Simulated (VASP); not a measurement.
# Sb in VASP: a series of runs

Sb is run at these levels: PBE; tasks: single point, relaxation of the atoms.

Program: VASP 6.6.1. These are calculated values, not measurements. Logs are shortened: lines on timing, memory, paths and dates and some standing lists are left out, and cuts for length are marked.

## (1) The cell of the first run

The cell holds a slab with vacuum, 3 atoms: a = 3.388 Å, b = 3.388 Å, c = 20.791 Å, α = 90.00°, β = 90.00°, γ = 90.00°.

## (2) Single point, PBE

The input, INCAR:

```
PREC = Accurate ; ENCUT = 520
EDIFF = 1E-6 ; ISMEAR = -1
SIGMA = 0.05 ; LREAL = F
LASPH = T ; NELM = 100
ALGO = Normal ; ISIF = 2
LWAVE = F ; LCHARG = F
LDIPOL = T ; IDIPOL = 3
DIPOL = 0.5 0.5 0.500 ; GGA = PE
NBANDS = 14
```

The input, KPOINTS:

```
Automatic mesh
0
Gamma
  10 10 1
```

The input, POSCAR:

```
Sb
1.0
    3.3880510193      0.0000000000      0.0000000000
    0.0000000000      3.3880510193      0.0000000000
    0.0000000000      0.0000000000     20.7914000000
Sb
3
Direct
    0.0000000000      0.0000000000      0.3909167307
    0.5000000000      0.5000000000      0.5000000036
    0.0000000000      0.0000000000      0.6090832657
```

Potentials or basis: VASP PAW PBE potentials, release 64 (Sb).

Started as:

```sh
> cat potpaw_PBE.64/Sb/POTCAR > POTCAR
> mpirun -np 1 vasp_std > vasp.out
```

OUTCAR:

```text
PREC = Accurate
   ENCUT = 520
   EDIFF = 1E-6
   ISMEAR = -1
   LREAL = F
   LASPH = T
   NELM = 100
   ISIF = 2
   GGA = PE

 ion  position               nearest neighbor table
   1  0.000  0.000  0.391-   2 3.30   2 3.30   2 3.30   2 3.30
   2  0.500  0.500  0.500-   3 3.30   3 3.30   3 3.30   3 3.30   1 3.30   1 3.30   1 3.30   1 3.30

   3  0.000  0.000  0.609-   2 3.30   2 3.30   2 3.30   2 3.30

  LATTYP: Found a simple tetragonal cell.
 ALAT       =     3.3880510193
 C/A-ratio  =     6.1366844482

  Lattice vectors:

 A1 = (   3.3880510193,   0.0000000000,   0.0000000000)
 A2 = (   0.0000000000,   3.3880510193,   0.0000000000)
 A3 = (   0.0000000000,   0.0000000000,  20.7914000000)

Analysis of symmetry for initial positions (statically):
=====================================================================
 Subroutine PRICEL returns:
 Original cell was already a primitive cell.

 Routine SETGRP: Setting up the symmetry group for a
 simple tetragonal supercell.

 Subroutine GETGRP returns: Found 16 space group operations
 (whereof 16 operations were pure point group operations)
 out of a pool of 16 trial point group operations.

The static configuration has the point symmetry D_4h.

Analysis of symmetry for dynamics (positions and initial velocities):
=====================================================================
 Subroutine PRICEL returns:
 Original cell was already a primitive cell.

 Routine SETGRP: Setting up the symmetry group for a
 simple tetragonal supercell.

 Subroutine GETGRP returns: Found 16 space group operations
 (whereof 16 operations were pure point group operations)
 out of a pool of 16 trial point group operations.

The dynamic configuration has the point symmetry D_4h.

 Subroutine INISYM returns: Found 16 space group operations
 (whereof 16 operations are pure point group operations),
 and found     1 'primitive' translations

----------------------------------------------------------------------------------------

                                     Primitive cell

  volume of cell :     238.6622

  direct lattice vectors                    reciprocal lattice vectors
     3.388051019  0.000000000  0.000000000     0.295154941  0.000000000  0.000000000
     0.000000000  3.388051019  0.000000000     0.000000000  0.295154941  0.000000000
     0.000000000  0.000000000 20.791400000     0.000000000  0.000000000  0.048096809

  length of vectors
     3.388051019  3.388051019 20.791400000     0.295154941  0.295154941  0.048096809

  position of ions in fractional coordinates (direct lattice)
     0.000000000  0.000000000  0.390916731
     0.500000000  0.500000000  0.500000004
     0.000000000  0.000000000  0.609083266

  ion indices of the primitive-cell ions
   primitive index   ion index
                 1           1
                 2           2
                 3           3

----------------------------------------------------------------------------------------

 KPOINTS: Automatic mesh

Automatic generation of k-mesh.
 Grid dimensions read from file:
 generate k-points for:   10   10    1

 Generating k-lattice:

  Cartesian coordinates                     Fractional coordinates (reciprocal lattice)
     0.029515494  0.000000000  0.000000000     0.100000000  0.000000000  0.000000000
     0.000000000  0.029515494  0.000000000     0.000000000  0.100000000  0.000000000
     0.000000000  0.000000000  0.048096809     0.000000000  0.000000000  1.000000000

  Length of vectors
     0.029515494  0.029515494  0.048096809

  Shift w.r.t. Gamma in fractional coordinates (k-lattice)
     0.000000000  0.000000000  0.000000000

 Subroutine IBZKPT returns following result:
 ===========================================

 Found     21 irreducible k-points:

 Following reciprocal coordinates:
            Coordinates               Weight
  0.000000  0.000000  0.000000      1.000000
  0.100000  0.000000  0.000000      4.000000
  0.200000  0.000000  0.000000      4.000000
  0.300000  0.000000  0.000000      4.000000
  0.400000  0.000000  0.000000      4.000000
  0.500000  0.000000  0.000000      2.000000
[... 13 lines left out ...]
  0.500000  0.400000  0.000000      4.000000
  0.500000  0.500000  0.000000      1.000000
   k-points           NKPTS =     21   k-points in BZ     NKDIM =     21   number of bands    NBANDS=     14
   number of dos      NEDOS =    301   number of ions     NIONS =      3
   total plane-waves  NPLWV = 125440
   dimension x,y,z NGX =    28 NGY =   28 NGZ =  160
   dimension x,y,z NGXF=    56 NGYF=   56 NGZF=  320
   ions per type =               3
   NGX,Y,Z   is equivalent  to a cutoff of  13.74, 13.74, 12.79 a.u.
   NGXF,Y,Z  is equivalent  to a cutoff of  27.48, 27.48, 25.59 a.u.
 SYSTEM =  unknown system
   PREC   = accura    normal or accurate (medium, high low for compatibility)
   ISTART =      0    job   : 0-new  1-cont  2-samecut
   ICHARG =      2    charge: 1-file 2-atom 10-const
   ISPIN  =      1    spin polarized calculation?
   LNONCOLLINEAR =      F non collinear calculations
   LSORBIT =      F    spin-orbit coupling
   LASPH  =      T    aspherical Exc in radial PAW
   ENCUT  =  520.0 eV  38.22 Ry    6.18 a.u.   6.30  6.30 38.66*2*pi/ulx,y,z
   NELM   =    100;   NELMIN=  2; NELMDL= -5     # of ELM steps
   EDIFF  = 0.1E-05   stopping-criterion for ELM
   LREAL  =      F    real-space projection
   EDIFFG = 0.1E-04   stopping-criterion for IOM
   NSW    =      0    number of steps for IOM
   IBRION =     -1    ionic relax: 0-MD 1-quasi-New 2-CG
   NFREE  =      0    steps in history (QN), initial steepest desc. (CG)
   ISIF   =      2    stress and relaxation
   ISYM   =      2    0-nonsym 1-usesym 2-fastsym
   POTIM  = 0.5000    time-step for ionic-motion
   TEBEG  =    0.0;   TEEND  =   0.0 temperature during run
   PSTRESS=    0.0 pullay stress
   NELECT =      15.0000    total number of electrons
   NUPDOWN=      -1.0000    fix difference up-down
   EMIN   =  10.00;   EMAX   =-10.00  energy-range for DOS
   EFERMI =   0.00;   METHOD = LEGACY
   ISMEAR =    -1;   SIGMA  =   0.05  broadening in eV -4-tet -1-fermi 0-gaus
   EFERMI_NEDOS =   21; number of points for ismear=-14 and -15
   IALGO  =     38    algorithm
   IMIX   =      4    mixing-type and parameters
     AMIX     =   0.40;   BMIX     =  1.00
     AMIX_MAG =   1.60;   BMIX_MAG =  1.00
  volume/ion in A,a.u.               =      79.55       536.86
  Fermi-wavevector in a.u.,A,eV,Ry     =   0.650895  1.230013  5.764297  0.423664
  Thomas-Fermi vector in A             =   1.720320
   LORBIT       =      0    0 simple, 1 ext, 2 COOP (PROOUT), +10 PAW based schemes
   GGA     = PE    functional components
   LHFCALC =     F    Hartree Fock is set to
   AEXX    =    0.0000 exact exchange contribution
   IVDW    =     0    specifies the selected vdW correction
   LEPSILON=     F    determine dielectric tensor
   LRPA    =     F    only Hartree local field effects (RPA)
 non-spin polarized calculation
  energy-cutoff  :      520.00
  volume of cell :      238.66
 maximum number of plane-waves:      6468
 NGX is ok and might be reduce to    28
   NGX = 13   NGY = 13   NGZ = 77

 dipolmoment           0.000000      0.000000     -0.000000 electrons x Angstroem

 number of electron      14.9999999 magnetization

 dipolmoment           0.000000      0.000000      0.000000 electrons x Angstroem

 Free energy of the ion-electron system (eV)
  ---------------------------------------------------
  ext. energy  EPLUGINS =         0.00000000
  ---------------------------------------------------
  free energy    TOTEN  =       -11.13477921 eV

  energy without entropy =      -11.11944215  energy(sigma->0) =      -11.12711068

 E-fermi :  -0.1151     XC(G=0):  -4.2183

 val. band max:       -0.1473124488   @ k =   0.4000   0.3000   0.0000
 cond. band min:      -0.0618225625   @ k =   0.4000   0.4000   0.0000
 fundamental gap:      0.0854898863
 Fermi energy:        -0.1150846063

 k-point     1 :       0.0000    0.0000    0.0000
  band No.  band energies     occupation
      1     -12.5328      2.00000
      2     -10.7043      2.00000
      3      -8.3722      2.00000
      4      -3.4260      2.00000
      5      -0.3636      1.98622
      6       0.6277      0.00000
      7       0.6277      0.00000
      8       2.4936      0.00000
      9       2.4936      0.00000
     10       2.6551      0.00000
     11       3.8024      0.00000
     12       4.3731      0.00000
     13       4.5817      0.00000
     14       4.5935      0.00000

 k-point     2 :       0.1000    0.0000    0.0000
  band No.  band energies     occupation
      1     -12.4036      2.00000
      2     -10.5857      2.00000
      3      -8.2993      2.00000
      4      -3.3195      2.00000
      5      -1.0855      2.00000
      6       0.3891      0.00008
      7       0.7563      0.00000
      8       1.0140      0.00000
      9       2.5969      0.00000
     10       3.1389      0.00000
     11       3.4726      0.00000
     12       4.0654      0.00000
     13       4.5556      0.00000
     14       4.6370      0.00000

 k-point     3 :       0.2000    0.0000    0.0000
  band No.  band energies     occupation
      1     -12.0187      2.00000
      2     -10.2385      2.00000
      3      -8.1295      2.00000
      4      -3.0740      2.00000
      5      -2.7035      2.00000
      6      -0.8008      2.00000
      7       0.3631      0.00014
      8       1.1343      0.00000
      9       1.8657      0.00000
     10       2.8891      0.00000
     11       3.3293      0.00000
     12       4.4318      0.00000
     13       4.6365      0.00000
     14       4.7105      0.00000

 k-point     4 :       0.3000    0.0000    0.0000
  band No.  band energies     occupation
      1     -11.3877      2.00000
      2      -9.7001      2.00000
      3      -8.0774      2.00000
      4      -4.0288      2.00000
      5      -3.3816      2.00000
      6      -1.6751      2.00000
      7      -0.6254      1.99993
      8       1.5106      0.00000
      9       1.7358      0.00000
     10       2.8625      0.00000
     11       3.3077      0.00000
     12       4.6357      0.00000
     13       4.8315      0.00000
     14       5.0267      0.00000

 k-point     5 :       0.4000    0.0000    0.0000
  band No.  band energies     occupation
      1     -10.5392      2.00000
      2      -9.0921      2.00000
      3      -8.5467      2.00000
      4      -4.5028      2.00000
      5      -4.4598      2.00000
      6      -2.0229      2.00000
      7      -1.1732      2.00000
      8       1.7920      0.00000
      9       1.9543      0.00000
     10       2.5024      0.00000
     11       3.7169      0.00000
[... 225 lines left out ...]
 k-point    19 :       0.4000    0.4000    0.0000
  band No.  band energies     occupation
      1      -8.6611      2.00000
      2      -7.5829      2.00000
      3      -7.4077      2.00000
      4      -4.2509      2.00000
      5      -3.2073      2.00000
      6      -2.8235      2.00000
      7      -2.3452      2.00000
      8      -1.6259      2.00000
      9      -0.0618      0.51262
     10       0.0694      0.04878
     11       0.6584      0.00000
     12       0.9028      0.00000
     13       4.9234      0.00000
     14       5.1416      0.00000

 k-point    20 :       0.5000    0.4000    0.0000
  band No.  band energies     occupation
      1      -8.0199      2.00000
      2      -7.6178      2.00000
      3      -7.3005      2.00000
      4      -4.1112      2.00000
      5      -4.0012      2.00000
      6      -3.1417      2.00000
      7      -2.0836      2.00000
      8      -1.1904      2.00000
      9      -0.4798      1.99864
     10      -0.3097      1.95999
     11       0.6770      0.00000
     12       0.6952      0.00000
     13       4.5407      0.00000
     14       4.9776      0.00000

 k-point    21 :       0.5000    0.5000    0.0000
  band No.  band energies     occupation
      1      -7.6628      2.00000
      2      -7.2361      2.00000
      3      -7.0304      2.00000
      4      -4.5331      2.00000
      5      -4.5331      2.00000
      6      -2.6235      2.00000
      7      -2.6235      2.00000
      8      -0.9215      2.00000
      9      -0.5072      1.99921
     10      -0.3383      1.97723
     11      -0.3383      1.97723
     12       0.8984      0.00000
     13       4.0684      0.00000
     14       5.8624      0.00000

------------------------ aborting loop because EDIFF is reached ----------------------------------------

 vacuum level on the upper side and lower side of the slab       (xc-potential included)        -0.112        -0.112

  FORCE on cell =-STRESS in cart. coord.  units (eV):
  Direction    XX          YY          ZZ          XY          YZ          ZX
  --------------------------------------------------------------------------------------
  -------------------------------------------------------------------------------------
  Total       -1.4521877     -1.4521877     -0.0696641      0.0000000      0.0000000     -0.0000000
  in kB       -9.7487676     -9.7487676     -0.4676665      0.0000000      0.0000000     -0.0000000
  external PRESSURE =      -6.6550673 kB  Pullay stress =       0.0000000 kB

 VOLUME and BASIS-vectors are now :
 -----------------------------------------------------------------------------
  energy-cutoff  :      520.00
  volume of cell :      238.66
      direct lattice vectors                 reciprocal lattice vectors
     3.388051019  0.000000000  0.000000000     0.295154941  0.000000000  0.000000000
     0.000000000  3.388051019  0.000000000     0.000000000  0.295154941  0.000000000
     0.000000000  0.000000000 20.791400000     0.000000000  0.000000000  0.048096809

 POSITION                                       TOTAL-FORCE (eV/Angst)
 -----------------------------------------------------------------------------------
      0.00000      0.00000      8.12771         0.000000     -0.000000      0.014928
      1.69403      1.69403     10.39570         0.000000      0.000000      0.000000
      0.00000      0.00000     12.66369         0.000000      0.000000     -0.014928
 -----------------------------------------------------------------------------------
    total drift:                               -0.000000      0.000000     -0.000002

  FREE ENERGIE OF THE ION-ELECTRON SYSTEM (eV)
  ---------------------------------------------------
  free  energy   TOTEN  =       -11.1347792072 eV

  energy  without entropy=      -11.1194421537  energy(sigma->0) =      -11.12711068

 vacuum level on the upper side and lower side of the slab         4.250         4.250
```

Wall time 2.9 min (1 thread of AMD EPYC 7R13, shared host); peak memory 0.32 GiB.

What came out:

```
Free energy            : -11.1348 eV
Largest force          : 0.015 eV/Å
Band gap on the k mesh : zero (an odd number of electrons rules out a gap without spin polarisation)
```

Forces in eV/Å, atoms in the order of the input:
```
Sb   0.000  0.000  0.015
Sb   0.000  0.000  0.000
Sb   0.000  0.000 -0.015
```

Levels at points of the mesh, in eV from the Fermi level:
```
           k point  band 4  band 5  band 6  band 7  band 8  band 9  band 10  band 11
(0.00, 0.00, 0.00)   -3.31   -0.25    0.74    0.74    2.61    2.61     2.77     3.92
(0.50, 0.00, 0.00)   -4.93   -4.19   -2.63   -0.58    1.25    2.34     3.26     3.78
(0.50, 0.50, 0.00)   -4.42   -4.42   -2.51   -2.51   -0.81   -0.39    -0.22    -0.22
```

Caveat: spin-orbit coupling is left out, which moves the levels of the heavy elements.

[end of part 1 of 2]
